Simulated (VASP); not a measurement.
Write the native input for VASP 6.6.1 that does the following.

```yaml
Task: single point
Functional: PBEsol
Potentials_or_basis: VASP PAW PBE potentials, release 64 (F)
Cutoff: 520 eV
k_mesh: 19 × 19 × 19
Occupations: fermi-dirac, width 0.08 eV
Spin: no spin polarisation
Dipole_correction: no
Further_INCAR_settings: ALGO = Normal; EDIFF = 1e-07; NBANDS = 10
```

The structure of F lies in POSCAR:

```
F
1.0
    0.0000000000      1.5708096634      1.5708096634
    1.5708096634      0.0000000000      1.5708096634
    1.5708096634      1.5708096634      0.0000000000
F
1
Direct
    0.0000000000      0.0000000000      0.0000000000
```

This cell differs from its parent crystal: volume scaled by 0.84.

The input as run:

INCAR

```
ALGO     = Normal         # electronic algorithm
EDIFF    = 1E-7           # SCF threshold, eV
ENCUT    = 520            # plane-wave cutoff, eV
GGA      = PS             # functional
ISIF     = 2              # what is computed and relaxed
ISMEAR   = -1             # smearing method
LASPH    = True           # aspherical terms in the spheres
LCHARG   = True           # write CHGCAR
LELF     = True           # ELF
LREAL    = False          # projectors in reciprocal space
LVHAR    = True         
LWAVE    = False          # write WAVECAR
NBANDS   = 10             # bands
NELM     = 80             # most SCF steps
PREC     = Accurate       # precision mode
SIGMA    = 0.08           # smearing width, eV
```

KPOINTS

```
k-points
0
Gamma
  19 19 19
```

Potentials or basis: VASP PAW PBE potentials, release 64 (F).

The run is started by

```sh
$ cat potpaw_PBE.64/F/POTCAR > POTCAR
$ mpirun -np 1 vasp_std > vasp.out
```

Results of the run:

```yaml
Pressure: 18.2 GPa
```

Caveat: the PAW data sets were made with another functional, which shifts forces and pressure a little; an odd number of electrons without spin polarisation forces a metal; a magnetic or distorted state may lie lower.

It took 6.7 s on 1 thread of Intel(R) Xeon(R) 6975P-C (Granite Rapids), with other jobs on the host, peak memory 0.12 GiB.
